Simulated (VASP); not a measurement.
A run of VASP 6.6.1:

Contents of INCAR:

```
PREC = Accurate
ENCUT = 520
EDIFF = 1E-7
ISMEAR = 0
SIGMA = 0.15
LREAL = F
LASPH = T
NELM = 100
ALGO = Normal
ISIF = 2
LWAVE = F
LCHARG = F
GGA = PS
NBANDS = 28
```

The input KPOINTS:

```
regular mesh
0
Gamma
  18 18 8
```

POSCAR

```
V2N3
1.0
    2.7797869938      0.0000000000      0.0000000000
   -1.3898934969      2.4073661537      0.0000000000
    0.0000000000      0.0000000000      6.1963538749
V N
2 3
Direct
    0.6666666667      0.3333333333      0.3021155180
    0.3333333333      0.6666666667      0.6978844820
    0.0000000000      0.0000000000      0.4919307385
    0.0000000000      0.0000000000      0.0993706500
    0.0000000000      0.0000000000      0.8844908270
```

Potentials or basis: VASP PAW PBE potentials, release 64 (V_sv, N).

Launch:

```bash
$ cat potpaw_PBE.64/V_sv/POTCAR potpaw_PBE.64/N/POTCAR > POTCAR
$ mpirun -np 1 vasp_std > vasp.out
```

Hardware: 1 thread of Intel Xeon 8259CL (shared host).

Estimate the wall time of this run.

Run time: 15 min on 1 thread of Intel Xeon 8259CL, with other jobs on the host, peak memory 0.36 GiB. Counts: scf iterations 17, k points 266.
